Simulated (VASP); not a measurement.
HgTe, 2 atoms in the cell. The structure is cubic, space group F-43m (No. 216). The conventional cell has a = 6.468 Å, b = 6.468 Å, c = 6.468 Å, α = 90.00°, β = 90.00°, γ = 90.00°. Within 3.7 Å of Hg (site symmetry -43m) lie 4 Te at 2.80 Å. Te (site symmetry -43m) has 4 Hg at 2.80 Å within 3.7 Å.  This cell differs from its parent crystal: volume scaled by 1.01.

| Quantity | Value |
| --- | --- |
| Program | VASP 6.6.1 |
| Task | single point |
| Functional | LDA |
| Potentials or basis | VASP PAW LDA potentials, release 64 (Hg, Te) |
| Cutoff | 520 eV |
| k mesh | 11 × 11 × 11 |
| Occupations | fermi-dirac, width 0.03 eV |
| Spin | no spin polarisation |
| Dipole correction | no |
| Further INCAR settings | ALGO = Normal; EDIFF = 1e-06; NBANDS = 16 |

Potentials or basis: VASP PAW LDA potentials, release 64 (Hg, Te).

Command:

```bash
$ cat potpaw_LDA.64/Hg/POTCAR potpaw_LDA.64/Te/POTCAR > POTCAR
$ mpirun -np 1 vasp_std > vasp.out
```

Hardware: 1 thread of Intel(R) Xeon(R) Platinum 8375C CPU @ 2.90GHz (Ice Lake), on a shared host.

Question: Estimate the wall time of this run.

Answer: It took 74 s on 1 thread of Intel(R) Xeon(R) Platinum 8375C CPU @ 2.90GHz (Ice Lake) (shared host), peak memory 0.2 GiB. Counts: scf iterations 12, k points 56.
